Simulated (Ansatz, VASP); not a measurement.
## Two plane-wave programs on Sn2Sb

```
CELL_PARAMETERS angstrom
4.58147 0.00000 0.00000
0.00000 4.58147 0.00000
0.00000 0.00000 6.99042
ATOMIC_POSITIONS crystal
Sn 0.00000 0.00000 0.00000
Sn 0.50000 0.50000 0.00000
Sn 0.00000 0.50000 0.27000
Sn 0.50000 0.00000 0.73000
Sb 0.00000 0.50000 0.70000
Sb 0.50000 0.00000 0.30000
```

Alike in both runs: task relaxation of cell and atoms; functional PBE; k mesh 4 × 4 × 4; occupations gaussian, width 0.1 eV; no spin polarisation.

|  | VASP | Ansatz |
| --- | --- | --- |
| version | VASP 6.6.1 | Ansatz 0.2.0 |
| potentials or method | VASP PAW PBE potentials, release 64 (Sn_d, Sb), cutoff 600 eV | scalar-relativistic, plane waves, PAW |
| valence electrons in the cell | 66 | 86 |

```csv
,VASP,Ansatz,Ansatz less VASP
"gap on the k mesh at the Fermi level, each at its own relaxed structure (eV)",none,none,-
relaxed volume (Å³/atom),30.42,30.37,-0.043
relaxed length of the cell vector where the two differ most in proportion (Å),7.137,7.152,+0.0155
```

A gap of «none» marks a metal or a gap that the smearing closes. VASP's potentials hold 66 valence electrons a cell and Ansatz's 86, so a difference there can come from the potentials and not from the codes.

Spin-orbit coupling is off throughout. Noted on VASP's run: the volume moved by over 15 % at a fixed basis, so the end points are rough.
